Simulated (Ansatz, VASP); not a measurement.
# SnO2: VASP beside Ansatz

File INCAR:

```
PREC     = Accurate       # precision mode
ENCUT    = 520            # plane-wave cutoff, eV
EDIFF    = 1E-7           # SCF threshold, eV
ISMEAR   = 0              # smearing method
SIGMA    = 0.05           # smearing width, eV
LREAL    = F              # projectors in reciprocal space
LASPH    = T              # aspherical terms in the spheres
NELM     = 60             # most SCF steps
ALGO     = Normal         # electronic algorithm
ISIF     = 2              # what is computed and relaxed
LWAVE    = F              # write WAVECAR
LCHARG   = T              # write CHGCAR
GGA      = PS             # functional
LELF     = T              # ELF
LVHAR    = T            
NBANDS   = 20             # bands
```

KPOINTS

```
Automatic mesh
0
Gamma
  12 12 12
```

Contents of POSCAR:

```
SnO2
1.0
    1.5909868438      0.9185566825      4.3707741283
   -1.5909868438      0.9185566825      4.3707741283
    0.0000000000     -1.8371133651      4.3707741283
Sn O
1 2
Direct
    0.5000000000      0.5000000000      0.5000000000
    0.2350891156      0.2350891156      0.2350891156
    0.7649108844      0.7649108844      0.7649108844
```

Input for Ansatz:

```yaml
crystal:
  lattice:
    - [1.5909868438, 0.9185566825, 4.3707741283]
    - [-1.5909868438, 0.9185566825, 4.3707741283]
    - [0.0, -1.8371133651, 4.3707741283]
  atoms:
    - { symbol: Sn, position: [0.5, 0.5, 0.5] }
    - { symbol: O, position: [0.2350891156, 0.2350891156, 0.2350891156] }
    - { symbol: O, position: [0.7649108844, 0.7649108844, 0.7649108844] }
basis:
  ecutwfc: 520.0
kpoints:
  mp_grid: { grid: [12, 12, 12] }
hamiltonian:
  xc: pbesol
  pseudopotentials: { kind: paw, azcp: { folder: soft_1 } }
scf:
  occupations: { method: gaussian, width: 0.05 }
output:
  forces: true
  stress: true
  eigenvalues: true
```

Alike in both runs: task single point; functional PBEsol; k mesh 12 × 12 × 12; occupations gaussian, width 0.05 eV; no spin polarisation.

```csv
,VASP,Ansatz
version,VASP 6.6.1,Ansatz 0.2.0
potentials or method,"VASP PAW PBE potentials, release 64 (Sn_d, O), cutoff 520 eV","scalar-relativistic, plane waves, PAW"
valence electrons in the cell,26,26
```

|  | VASP | Ansatz | Ansatz less VASP |
| --- | --- | --- | --- |
| gap on the k mesh at the Fermi level (eV) | 2.28 | 2.29 | +0.013 |
| least direct gap on the mesh (eV) | 2.55 | 2.55 | +0.003 |
| pressure (GPa) | 14.8 | 13.8 | -0.97 |
| traceless stress, the component that is largest in VASP (GPa) | -2.89 | -2.21 | +0.678 |
| rms of the force components (eV/Å) | 0.804 | 0.770 | -0.0342 |

VASP's potentials were made for PBE, not for PBEsol, and Ansatz warns of the same on its side. Atom by atom the forces differ by 0.034 eV/Å (rms over components). The functional is the same, so the differences come from potentials, cutoffs and numerics.
